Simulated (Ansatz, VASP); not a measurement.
## SnO2 in VASP and in Ansatz

File INCAR:

```
SYSTEM = SnO2
PREC = Accurate ; ENCUT = 600
EDIFF = 1E-7 ; ISMEAR = 0
SIGMA = 0.05 ; LREAL = .False.
LASPH = .True. ; NELM = 100
ALGO = Normal ; ISIF = 3
LWAVE = .False. ; LCHARG = .False.
GGA = PE ; IBRION = 2
NSW = 80 ; EDIFFG = -0.03
```

KPOINTS

```
Automatic mesh
0
Gamma
  4 4 6
  0 0 0
```

The input POSCAR:

```
SnO2
1.0
    4.7380000000      0.0000000000      0.0000000000
    0.0000000000      4.7380000000      0.0000000000
    0.0000000000      0.0000000000      3.1865000000
Sn O
2 4
Direct
    0.0000000000      0.0000000000      0.0000000000
    0.5000000000      0.5000000000      0.5000000000
    0.3071000000      0.3071000000      0.0000000000
    0.1929000000      0.8071000000      0.5000000000
    0.6929000000      0.6929000000      0.0000000000
    0.8071000000      0.1929000000      0.5000000000
```

Input for Ansatz:

```yaml
crystal:
  lattice:
    - [4.738, 0.0, 0.0]
    - [0.0, 4.738, 0.0]
    - [0.0, 0.0, 3.1865]
  atoms:
    - { symbol: Sn, position: [0.0, 0.0, 0.0] }
    - { symbol: Sn, position: [0.5, 0.5, 0.5] }
    - { symbol: O, position: [0.3071, 0.3071, 0.0] }
    - { symbol: O, position: [0.1929, 0.8071, 0.5] }
    - { symbol: O, position: [0.6929, 0.6929, 0.0] }
    - { symbol: O, position: [0.8071, 0.1929, 0.5] }
basis:
  ecutwfc: 420
  ecutrho_ratio: 4
kpoints:
  mp_grid: { grid: [4, 4, 6] }
hamiltonian:
  xc: pbe
scf:
  occupations: { method: gaussian, width: 0.05 }
output:
  forces: true
  stress: true
  eigenvalues: true
relax:
  f_tol: 0.03
  max_steps: 60
  cell: { stress_tol: 0.3 }
```

Alike in both runs: task relaxation of cell and atoms; functional PBE; k mesh 4 × 4 × 6; occupations gaussian, width 0.05 eV; no spin polarisation.

```csv
,VASP,Ansatz
version,VASP 6.6.1,Ansatz 0.2.0
potentials or method,"VASP PAW PBE potentials, release 64 (Sn_d, O), cutoff 600 eV","scalar-relativistic, plane waves, PAW"
valence electrons in the cell,52,52
```

Ansatz gave:

```
gap on the k mesh at the Fermi level, each at its own relaxed structure (eV) : 0.68
relaxed volume (Å³/atom)                                                     : 12.57
relaxed cell length with the largest relative difference (Å)                 : 3.238
```

Problem. What did VASP give for the same quantities?

Solution. gap on the k mesh at the Fermi level, each at its own relaxed structure (eV): 0.64; relaxed volume (Å³/atom): 12.59; relaxed cell length with the largest relative difference (Å): 3.246.
